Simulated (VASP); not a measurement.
# InSb (P-6m2) in VASP: notebook, part 2 of 3

VASP 6.6.1.

### 3 Single point, PBE

This run uses another cell than the first one, of 29.72 Å³/atom.

Contents of INCAR:

```
SYSTEM = InSb
PREC     = Accurate       ! precision mode
ENCUT    = 520            ! plane-wave cutoff, eV
EDIFF    = 1E-6           ! SCF threshold, eV
ISMEAR   = 0              ! smearing method
SIGMA    = 0.1            ! smearing width, eV
LREAL    = .False.        ! projectors in reciprocal space
LASPH    = .True.         ! aspherical terms in the spheres
NELM     = 100            ! most SCF steps
ALGO     = Normal         ! electronic algorithm
ISIF     = 2              ! what is computed and relaxed
LWAVE    = .False.        ! write WAVECAR
LCHARG   = .False.        ! write CHGCAR
GGA      = PE             ! functional
NBANDS   = 16             ! bands
```

Contents of KPOINTS:

```
regular mesh
0
Gamma
  6 6 6
  0 0 0
```

Contents of POSCAR:

```
InSb
1.0
    4.2341057048      0.0000000000      0.0000000000
   -2.1170528524      3.6668431027      0.0000000000
    0.0000000000      0.0000000000      3.8289171630
In Sb
1 1
Direct
    0.6666666667      0.3333333333      0.5000000000
    0.0000000000      0.0000000000      0.0000000000
```

Potentials or basis: VASP PAW PBE potentials, release 64 (In_d, Sb).

Run with:

```bash
> cat potpaw_PBE.64/In_d/POTCAR potpaw_PBE.64/Sb/POTCAR > POTCAR
> mpirun -np 1 vasp_std > vasp.out
```

OUTCAR:

```text
SYSTEM = InSb
   PREC = Accurate
   ENCUT = 520
   EDIFF = 1E-6
   ISMEAR = 0
   LREAL = .False.
   LASPH = .True.
   NELM = 100
   ISIF = 2
   GGA = PE

 ion  position               nearest neighbor table
   1  0.667  0.333  0.500-   2 3.11   2 3.11   2 3.11   2 3.11   2 3.11   2 3.11
   2  0.000  0.000  0.000-   1 3.11   1 3.11   1 3.11   1 3.11   1 3.11   1 3.11

  LATTYP: Found a hexagonal cell.
 ALAT       =     4.2341057048
 C/A-ratio  =     0.9043036310

  Lattice vectors:

 A1 = (   4.2341057048,   0.0000000000,   0.0000000000)
 A2 = (  -2.1170528524,   3.6668431027,   0.0000000000)
 A3 = (   0.0000000000,   0.0000000000,   3.8289171630)

Analysis of symmetry for initial positions (statically):
=====================================================================
 Subroutine PRICEL returns:
 Original cell was already a primitive cell.

 Routine SETGRP: Setting up the symmetry group for a
 hexagonal supercell.

 Subroutine GETGRP returns: Found 12 space group operations
 (whereof 12 operations were pure point group operations)
 out of a pool of 24 trial point group operations.

The static configuration has the point symmetry D_3h.

Analysis of symmetry for dynamics (positions and initial velocities):
=====================================================================
 Subroutine PRICEL returns:
 Original cell was already a primitive cell.

 Routine SETGRP: Setting up the symmetry group for a
 hexagonal supercell.

 Subroutine GETGRP returns: Found 12 space group operations
 (whereof 12 operations were pure point group operations)
 out of a pool of 24 trial point group operations.

The dynamic configuration has the point symmetry D_3h.

 Subroutine INISYM returns: Found 12 space group operations
 (whereof 12 operations are pure point group operations),
 and found     1 'primitive' translations

----------------------------------------------------------------------------------------

                                     Primitive cell

  volume of cell :      59.4470

  direct lattice vectors                    reciprocal lattice vectors
     4.234105705  0.000000000  0.000000000     0.236177382  0.136357075  0.000000000
    -2.117052852  3.666843103  0.000000000     0.000000000  0.272714150  0.000000000
     0.000000000  0.000000000  3.828917163     0.000000000  0.000000000  0.261170445

  length of vectors
     4.234105705  4.234105705  3.828917163     0.272714150  0.272714150  0.261170445

  position of ions in fractional coordinates (direct lattice)
     0.666666667  0.333333333  0.500000000
     0.000000000  0.000000000  0.000000000

  ion indices of the primitive-cell ions
   primitive index   ion index
                 1           1
                 2           2

----------------------------------------------------------------------------------------

 KPOINTS: regular mesh

Automatic generation of k-mesh.
 Grid dimensions read from file:
 generate k-points for:    6    6    6

 Generating k-lattice:

  Cartesian coordinates                     Fractional coordinates (reciprocal lattice)
     0.039362897  0.022726179  0.000000000     0.166666667 -0.000000000  0.000000000
     0.000000000  0.045452358  0.000000000     0.000000000  0.166666667  0.000000000
     0.000000000  0.000000000  0.043528408     0.000000000  0.000000000  0.166666667

  Length of vectors
     0.045452358  0.045452358  0.043528408

  Shift w.r.t. Gamma in fractional coordinates (k-lattice)
     0.000000000  0.000000000  0.000000000

 Subroutine IBZKPT returns following result:
 ===========================================

 Found     28 irreducible k-points:

 Following reciprocal coordinates:
            Coordinates               Weight
  0.000000  0.000000  0.000000      1.000000
  0.166667  0.000000  0.000000      6.000000
  0.333333  0.000000  0.000000      6.000000
  0.500000  0.000000  0.000000      3.000000
  0.166667  0.166667  0.000000      6.000000
  0.333333  0.166667  0.000000     12.000000
[... 16 lines left out ...]
  0.166667  0.000000  0.500000      6.000000
  0.333333  0.000000  0.500000      6.000000
 [... further k-points ...]
   k-points           NKPTS =     28   k-points in BZ     NKDIM =     28   number of bands    NBANDS=     16
   number of dos      NEDOS =    301   number of ions     NIONS =      2
   total plane-waves  NPLWV =  28672
   dimension x,y,z NGX =    32 NGY =   32 NGZ =   28
   dimension x,y,z NGXF=    64 NGYF=   64 NGZF=   56
   ions per type =               1   1
   NGX,Y,Z   is equivalent  to a cutoff of  12.56, 12.56, 12.16 a.u.
   NGXF,Y,Z  is equivalent  to a cutoff of  25.13, 25.13, 24.31 a.u.
 SYSTEM =  InSb
   PREC   = accura    normal or accurate (medium, high low for compatibility)
   ISTART =      0    job   : 0-new  1-cont  2-samecut
   ICHARG =      2    charge: 1-file 2-atom 10-const
   ISPIN  =      1    spin polarized calculation?
   LNONCOLLINEAR =      F non collinear calculations
   LSORBIT =      F    spin-orbit coupling
   LASPH  =      T    aspherical Exc in radial PAW
   ENCUT  =  520.0 eV  38.22 Ry    6.18 a.u.   7.87  7.87  7.12*2*pi/ulx,y,z
   NELM   =    100;   NELMIN=  2; NELMDL= -5     # of ELM steps
   EDIFF  = 0.1E-05   stopping-criterion for ELM
   LREAL  =      F    real-space projection
   EDIFFG = 0.1E-04   stopping-criterion for IOM
   NSW    =      0    number of steps for IOM
   IBRION =     -1    ionic relax: 0-MD 1-quasi-New 2-CG
   NFREE  =      0    steps in history (QN), initial steepest desc. (CG)
   ISIF   =      2    stress and relaxation
   ISYM   =      2    0-nonsym 1-usesym 2-fastsym
   POTIM  = 0.5000    time-step for ionic-motion
   TEBEG  =    0.0;   TEEND  =   0.0 temperature during run
   PSTRESS=    0.0 pullay stress
   NELECT =      18.0000    total number of electrons
   NUPDOWN=      -1.0000    fix difference up-down
   EMIN   =  10.00;   EMAX   =-10.00  energy-range for DOS
   EFERMI =   0.00;   METHOD = LEGACY
   ISMEAR =     0;   SIGMA  =   0.10  broadening in eV -4-tet -1-fermi 0-gaus
   EFERMI_NEDOS =   21; number of points for ismear=-14 and -15
   IALGO  =     38    algorithm
   IMIX   =      4    mixing-type and parameters
     AMIX     =   0.40;   BMIX     =  1.00
     AMIX_MAG =   1.60;   BMIX_MAG =  1.00
  volume/ion in A,a.u.               =      29.72       200.58
  Fermi-wavevector in a.u.,A,eV,Ry     =   1.099315  2.077405 16.442566  1.208494
  Thomas-Fermi vector in A             =   2.235708
   LORBIT       =      0    0 simple, 1 ext, 2 COOP (PROOUT), +10 PAW based schemes
   GGA     = PE    functional components
   LHFCALC =     F    Hartree Fock is set to
   AEXX    =    0.0000 exact exchange contribution
   IVDW    =     0    specifies the selected vdW correction
   LEPSILON=     F    determine dielectric tensor
   LRPA    =     F    only Hartree local field effects (RPA)
 non-spin polarized calculation
 Gauss-broadening in eV      SIGMA  =   0.10
  energy-cutoff  :      520.00
  volume of cell :       59.45
 maximum number of plane-waves:      1616
 NGX is ok and might be reduce to    32
   NGX = 15   NGY = 15   NGZ = 15

 number of electron      17.9999999 magnetization

 Free energy of the ion-electron system (eV)
  ---------------------------------------------------
  ext. energy  EPLUGINS =         0.00000000
  ---------------------------------------------------
  free energy    TOTEN  =        -6.59883357 eV

  energy without entropy =       -6.59327210  energy(sigma->0) =       -6.59605284

 E-fermi :   6.4657     XC(G=0):  -9.5787

 val. band max:        6.2749997209   @ k =   0.0000   0.0000   0.0000
 cond. band min:       6.4795845647   @ k =   0.3333   0.0000   0.3333
 fundamental gap:      0.2045848438
 Fermi energy:         6.4656532149

 k-point     1 :       0.0000    0.0000    0.0000
  band No.  band energies     occupation
      1      -7.9968      2.00000
      2      -7.9720      2.00000
      3      -7.9720      2.00000
      4      -7.9271      2.00000
      5      -7.9271      2.00000
      6      -4.5172      2.00000
[... 8 lines left out ...]
     15      15.4085      0.00000
     16      17.7272      0.00000
[... 419 lines left out ...]
 k-point    24 :       0.3333    0.0000    0.5000
  band No.  band energies     occupation
      1      -8.0349      2.00000
      2      -7.9810      2.00000
      3      -7.9728      2.00000
      4      -7.9274      2.00000
      5      -7.8711      2.00000
      6      -2.0643      2.00000
[... 8 lines left out ...]
     15      16.6004      0.00000
     16      17.1977      0.00000

 [... further k-points ...]

------------------------ aborting loop because EDIFF is reached ----------------------------------------

  FORCE on cell =-STRESS in cart. coord.  units (eV):
  Direction    XX          YY          ZZ          XY          YZ          ZX
  --------------------------------------------------------------------------------------
  -------------------------------------------------------------------------------------
  Total        0.0536034      0.0536034      0.0408675      0.0000000     -0.0000000      0.0000000
  in kB        1.4446846      1.4446846      1.1014335      0.0000000     -0.0000000      0.0000000
  external PRESSURE =       1.3302676 kB  Pullay stress =       0.0000000 kB

 VOLUME and BASIS-vectors are now :
 -----------------------------------------------------------------------------
  energy-cutoff  :      520.00
  volume of cell :       59.45
      direct lattice vectors                 reciprocal lattice vectors
     4.234105705  0.000000000  0.000000000     0.236177382  0.136357075  0.000000000
    -2.117052852  3.666843103  0.000000000     0.000000000  0.272714150  0.000000000
     0.000000000  0.000000000  3.828917163     0.000000000  0.000000000  0.261170445

 POSITION                                       TOTAL-FORCE (eV/Angst)
 -----------------------------------------------------------------------------------
      2.11705      1.22228      1.91446         0.000000     -0.000000      0.000000
      0.00000      0.00000      0.00000        -0.000000      0.000000      0.000000
 -----------------------------------------------------------------------------------
    total drift:                                0.000000     -0.000000      0.000000

  FREE ENERGIE OF THE ION-ELECTRON SYSTEM (eV)
  ---------------------------------------------------
  free  energy   TOTEN  =        -6.5988335735 eV

  energy  without entropy=       -6.5932721001  energy(sigma->0) =       -6.59605284
```

Wall time 18 s (1 thread of Intel Xeon Platinum 8488C (Sapphire Rapids), shared host); peak memory 0.18 GiB.

Results:

```yaml
Free_energy: -6.5988 eV
Pressure: 0.1 GPa
Band_gap_on_the_k_mesh: zero (bands 9 and 10 overlap by 2.95 eV)
```

Levels at points of the mesh, in eV from the Fermi level:
```csv
k point,band 6,band 7,band 8,band 9,band 10,band 11,band 12,band 13
"(0.00, 0.00, 0.00)",-10.98,-1.30,-0.50,-0.19,-0.19,3.75,3.75,4.41
"(0.50, 0.00, 0.00)",-9.46,-6.23,-1.76,0.37,1.13,4.56,4.60,5.30
"(0.00, 0.00, 0.50)",-9.39,-6.74,1.09,1.09,3.00,3.31,4.11,4.11
"(0.50, 0.00, 0.50)",-8.13,-4.59,-3.53,-2.96,0.26,2.47,3.35,3.93
```

Caveat: spin-orbit coupling is left out, which moves the levels of the heavy elements.

(Continued in part 3 of 3.)
